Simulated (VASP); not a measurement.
A run of VASP 6.6.1 is set up as follows.

Contents of INCAR:

```
PREC = Accurate
ENCUT = 500
EDIFF = 1E-6
ISMEAR = -1
SIGMA = 0.05
LREAL = False
LASPH = True
NELM = 120
ALGO = Normal
ISIF = 2
LWAVE = False
LCHARG = False
GGA = PS
NBANDS = 16
GGA_COMPAT = False
```

Contents of KPOINTS:

```
regular mesh
0
Gamma
  6 6 7
```

Contents of POSCAR:

```
AlSn
1.0
    4.3660298403      0.0000000000      0.0000000000
   -2.1830149201      3.7810927553      0.0000000000
    0.0000000000      0.0000000000      3.3068470000
Sn Al
1 1
Direct
    0.3333333333      0.6666666667      0.5000000000
    0.0000000000      0.0000000000      0.0000000000
```

Potentials or basis: VASP PAW PBE potentials, release 64 (Sn_d, Al).

Command:

```sh
$ cat potpaw_PBE.64/Sn_d/POTCAR potpaw_PBE.64/Al/POTCAR > POTCAR
$ mpirun -np 1 vasp_std > vasp.out
```

Predict the pressure.

-4.9 GPa.

What does it give for the band gap on the k mesh?

Zero (an odd number of electrons rules out a gap without spin polarisation).

Stress tensor (GPa, compression positive):
```
-4.56  0.00  0.00
 0.00 -4.56  0.00
 0.00  0.00 -5.60
```

Caveat: the cell stands under tension; the PAW data sets were made with another functional, which shifts forces and pressure a little; spin-orbit coupling is left out, which moves the levels of the heavy elements.
